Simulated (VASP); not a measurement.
# Ge (Fd-3m) in VASP: elastic constants with PBE

Aim: the elastic constants of Ge with PBE.

Everything below comes from runs of VASP 6.6.1. Logs are shortened: lines on timing, memory, paths and dates and some standing lists are left out, and cuts for length are marked.

## 1. The cell of the first run

The structure is cubic, space group Fd-3m (No. 227). Conventional cell: a = 5.354 Å, b = 5.354 Å, c = 5.354 Å, α = 90.00°, β = 90.00°, γ = 90.00°. Within 3.1 Å of Ge (site symmetry -43m) lie 4 Ge at 2.32 Å.

## 2. Elastic constants, PBE

The input, INCAR:

```
  PREC = Accurate
  ENCUT = 600
  EDIFF = 1E-8
  ISMEAR = 0
  SIGMA = 0.01
  LREAL = F
  LASPH = T
  NELM = 80
  ALGO = Normal
  ISIF = 3
  LWAVE = F
  LCHARG = T
  GGA = PE
  NBANDS = 21
  IBRION = 6
  NFREE = 2
  POTIM = 0.015
  NSW = 1
```

The input, KPOINTS:

```
regular mesh
0
Gamma
  14 14 14
```

The input, POSCAR:

```
Ge
1.0
    0.0000000000      2.6767533813      2.6767533813
    2.6767533813      0.0000000000      2.6767533813
    2.6767533813      2.6767533813      0.0000000000
Ge
2
Direct
    0.5000000000      0.5000000000      0.5000000000
    0.7500000000      0.7500000000      0.7500000000
```

Potentials or basis: VASP PAW PBE potentials, release 64 (Ge_d).

Launch:

```sh
$ cat potpaw_PBE.64/Ge_d/POTCAR > POTCAR
$ mpirun -np 1 vasp_std > vasp.out
```

OUTCAR:

```text
PREC = Accurate
   ENCUT = 600
   EDIFF = 1E-8
   ISMEAR = 0
   LREAL = F
   LASPH = T
   NELM = 80
   ISIF = 3
   GGA = PE
   IBRION = 6
   NFREE = 2
   POTIM = 0.015
   NSW = 1

 ion  position               nearest neighbor table
   1  0.500  0.500  0.500-   2 2.32   2 2.32   2 2.32   2 2.32
   2  0.750  0.750  0.750-   1 2.32   1 2.32   1 2.32   1 2.32

  LATTYP: Found a face centered cubic cell.
 ALAT       =     5.3535067626

  Lattice vectors:

 A1 = (   0.0000000000,   2.6767533813,   2.6767533813)
 A2 = (   2.6767533813,   0.0000000000,   2.6767533813)
 A3 = (   2.6767533813,   2.6767533813,   0.0000000000)

Analysis of symmetry for initial positions (statically):
=====================================================================
 Subroutine PRICEL returns:
 Original cell was already a primitive cell.

 Routine SETGRP: Setting up the symmetry group for a
 face centered cubic supercell.

 Subroutine GETGRP returns: Found 48 space group operations
 (whereof 24 operations were pure point group operations)
 out of a pool of 48 trial point group operations.

The static configuration has the point symmetry T_d .
 The point group associated with its full space group is O_h .

Analysis of symmetry for dynamics (positions and initial velocities):
=====================================================================
 Subroutine PRICEL returns:
 Original cell was already a primitive cell.

 Routine SETGRP: Setting up the symmetry group for a
 face centered cubic supercell.

 Subroutine GETGRP returns: Found 48 space group operations
 (whereof 24 operations were pure point group operations)
 out of a pool of 48 trial point group operations.

The dynamic configuration has the point symmetry T_d .
 The point group associated with its full space group is O_h .

[... 352 lines left out ...]
      5     -18.3215      2.00000
      6     -18.0047      2.00000
[... 565 lines left out ...]
     20      16.6916      0.00000
     21      17.0513      0.00000

 [... further k-points ...]

------------------------ aborting loop because EDIFF is reached ----------------------------------------

  FORCE on cell =-STRESS in cart. coord.  units (eV):
  Direction    XX          YY          ZZ          XY          YZ          ZX
  --------------------------------------------------------------------------------------
  -------------------------------------------------------------------------------------
  Total        5.2473915      5.2529143      5.2529143      0.0000000     -0.2511958      0.0000000
  in kB      219.1790156    219.4096975    219.4096975      0.0000000    -10.4922322      0.0000000
  external PRESSURE =     219.3328035 kB  Pullay stress =       0.0000000 kB
[... 17 lines left out ...]
  FREE ENERGIE OF THE ION-ELECTRON SYSTEM (eV)
  ---------------------------------------------------
  free  energy   TOTEN  =        -8.5114370746 eV

  energy  without entropy=       -8.5114370746  energy(sigma->0) =       -8.51143707

 INTERNAL STRAIN TENSORS FROM STRAINED CELLS
 ============================================

 INTERNAL STRAIN TENSOR FOR ION    1 for displacements in x,y,z  (eV/Angst):
          X           Y           Z          XY          YZ          ZX
  --------------------------------------------------------------------------------
  x    -0.00000    -0.00000    -0.00000     0.00000    16.75173     0.00000
  y    -0.00000     0.00000    -0.00000     0.00000     0.00000    16.75295
  z    -0.00000    -0.00000     0.00000    16.75152    -0.00000     0.00000

 INTERNAL STRAIN TENSORS FROM DISPLACED ATOMS
 ============================================

 INTERNAL STRAIN TENSOR FOR ION    1 for displacements in x,y,z  (eV/Angst):
          X           Y           Z          XY          YZ          ZX
  --------------------------------------------------------------------------------
  x    -0.00000     0.00000     0.00000     0.00000    16.74928     0.00000
  y     0.00000    -0.00000     0.00000     0.00000     0.00000    16.74928
  z     0.00000     0.00000    -0.00000    16.74928     0.00000     0.00000

 INTERNAL STRAIN TENSOR FOR ION    2 for displacements in x,y,z  (eV/Angst):
          X           Y           Z          XY          YZ          ZX
  --------------------------------------------------------------------------------
  x     0.00000     0.00000     0.00000     0.00000   -16.74928     0.00000
  y     0.00000     0.00000     0.00000     0.00000     0.00000   -16.74928
  z     0.00000     0.00000     0.00000   -16.74928     0.00000     0.00000

 Eigenvectors and eigenvalues of the dynamical matrix
 ----------------------------------------------------

   1 f  =   10.519275 THz    66.094555 2PiTHz  350.885248 cm-1    43.504207 meV
             X         Y         Z           dx          dy          dz
      2.676753  2.676753  2.676753     0.000000    0.138675    0.693375
      4.015130  4.015130  4.015130     0.000000   -0.138675   -0.693375
[... 16 lines left out ...]
   5 f  =    0.000000 THz     0.000000 2PiTHz    0.000000 cm-1     0.000000 meV
             X         Y         Z           dx          dy          dz
      2.676753  2.676753  2.676753     0.707107    0.000000    0.000000
      4.015130  4.015130  4.015130     0.707107    0.000000    0.000000

   6 f/i=    0.000000 THz     0.000001 2PiTHz    0.000005 cm-1     0.000001 meV
             X         Y         Z           dx          dy          dz
      2.676753  2.676753  2.676753     0.000000    0.204908    0.676766
      4.015130  4.015130  4.015130     0.000000    0.204908    0.676766

--------------------------------------------------------------------------------------------------------

 ELASTIC MODULI CONTR FROM IONIC RELAXATION (kBar)
 Direction    XX          YY          ZZ          XY          YZ          ZX
 --------------------------------------------------------------------------------
 XX          -0.0000      0.0000      0.0000      0.0000      0.0000      0.0000
 YY           0.0000     -0.0000      0.0000      0.0000      0.0000      0.0000
 ZZ           0.0000      0.0000     -0.0000      0.0000      0.0000      0.0000
 XY           0.0000      0.0000      0.0000   -712.8716      0.0000      0.0000
 YZ           0.0000      0.0000      0.0000      0.0000   -712.8716      0.0000
 ZX           0.0000      0.0000      0.0000      0.0000      0.0000   -712.8716
 --------------------------------------------------------------------------------

 TOTAL ELASTIC MODULI (kBar)
 Direction    XX          YY          ZZ          XY          YZ          ZX
 --------------------------------------------------------------------------------
 XX        1779.9805   1046.4381   1046.4381      0.0000      0.0000     -0.0000
 YY        1046.4381   1779.9805   1046.4381      0.0000     -0.0000      0.0000
 ZZ        1046.4381   1046.4381   1779.9805      0.0000     -0.0000     -0.0000
 XY           0.0000      0.0000      0.0000    719.0150      0.0000      0.0000
 YZ           0.0000     -0.0000     -0.0000      0.0000    719.0150      0.0000
 ZX          -0.0000      0.0000     -0.0000      0.0000      0.0000    719.0150
 --------------------------------------------------------------------------------
```

stdout:

```text
POSCAR found type information on POSCAR Ge
 POSCAR found :  1 types and       2 ions
 scaLAPACK will be used
 LDA part: xc-table for (Slater+PW92), standard interpolation
 POSCAR, INCAR and KPOINTS ok, starting setup
 FFT: planning ... GRIDC
 FFT: planning ... GRID_SOFT
 FFT: planning ... GRID
 WAVECAR not read
 entering main loop
 Found     1 degrees of freedom:
 Adding 6 more for cell shape distortion
 Finite differences POTIM= 0.01500 DOF=   7
 bond charge predicted
 Finite differences progress:
 bond charge predicted
 Finite differences progress:
 bond charge predicted
 Finite differences progress:
 bond charge predicted
 Finite differences progress:
 bond charge predicted
 Finite differences progress:
 bond charge predicted
 Finite differences progress:
 bond charge predicted
 Finite differences progress:
 bond charge predicted
 Finite differences progress:
 bond charge predicted
 Finite differences progress:
 bond charge predicted
 Finite differences progress:
 bond charge predicted
 Finite differences progress:
 bond charge predicted
 Finite differences progress:
 bond charge predicted
 Finite differences progress:
 bond charge predicted
 Finite differences progress:
```

Wall time 77 min (1 thread of Oxide Virtual Turin-like, shared host); peak memory 0.96 GiB.

What came out:

```
Elastic constants C11, C12, C44 : 178, 105, 72 GPa
Voigt bulk modulus              : 129 GPa
Highest phonon frequency at Γ   : 351 cm⁻¹
```

Phonon frequencies in cm⁻¹ (negative: imaginary):
| q point | frequencies |
| --- | --- |
| (0.000, 0.000, 0.000) | 0 0 0 351 351 351 |

Elastic tensor in Voigt notation (GPa, in the Cartesian axes of the cell as first typed):
```
178 105 105   0   0   0
105 178 105   0   0   0
105 105 178   0   0   0
  0   0   0  72   0   0
  0   0   0   0  72   0
  0   0   0   0   0  72
```

Clamped-ion elastic tensor (GPa):
```
178 105 105   0   0   0
105 178 105   0   0   0
105 105 178   0   0   0
  0   0   0 143   0   0
  0   0   0   0 143   0
  0   0   0   0   0 143
```

Caveat: the cell is under stress, which shifts elastic constants.
